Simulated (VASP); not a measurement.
A run of VASP 6.6.1:

Contents of INCAR:

```
PREC = Accurate ; ENCUT = 520
EDIFF = 1E-6 ; ISMEAR = 0
SIGMA = 0.05 ; LREAL = False
LASPH = True ; NELM = 60
ALGO = Normal ; ISIF = 2
LWAVE = False ; LCHARG = True
LELF = True ; LVHAR = True
NBANDS = 36
```

File KPOINTS:

```
Automatic mesh
0
Gamma
  4 4 4
```

POSCAR

```
MgO
1.0
    5.5230736673      0.0000000000      0.0000000000
    0.0000000000      5.5230736673      0.0000000000
    0.0000000000      0.0000000000      5.5230736673
Mg O
6 6
Direct
    0.2500000000     -0.0023537269      0.5000000000
    0.0000000000      0.5023537269      0.2500000000
    0.5000000000      0.7500000000      0.0000000000
    0.7500000000     -0.0023537269      0.5000000000
    0.0000000000      0.5023537269      0.7500000000
    0.5000000000      0.2500000000      0.0000000000
    0.2500000000      0.5310006935      0.0000000000
    0.5000000000     -0.0310006935      0.2500000000
    0.0000000000      0.7500000000      0.5000000000
    0.7500000000      0.5310006935      0.0000000000
    0.5000000000     -0.0310006935      0.7500000000
    0.0000000000      0.2500000000      0.5000000000
```

Potentials or basis: VASP PAW LDA potentials, release 64 (Mg, O).

Launch:

```sh
$ cat potpaw_LDA.64/Mg/POTCAR potpaw_LDA.64/O/POTCAR > POTCAR
$ mpirun -np 1 vasp_std > vasp.out
```

Hardware: 1 thread of Intel(R) Xeon(R) 6975P-C (Granite Rapids), with other jobs on the host.

Question: Estimate the wall time of this run.

Answer: Run time: 50 s on 1 thread of Intel(R) Xeon(R) 6975P-C (Granite Rapids), with other jobs on the host, peak memory 0.25 GiB. Counts: scf iterations 15, k points 18.
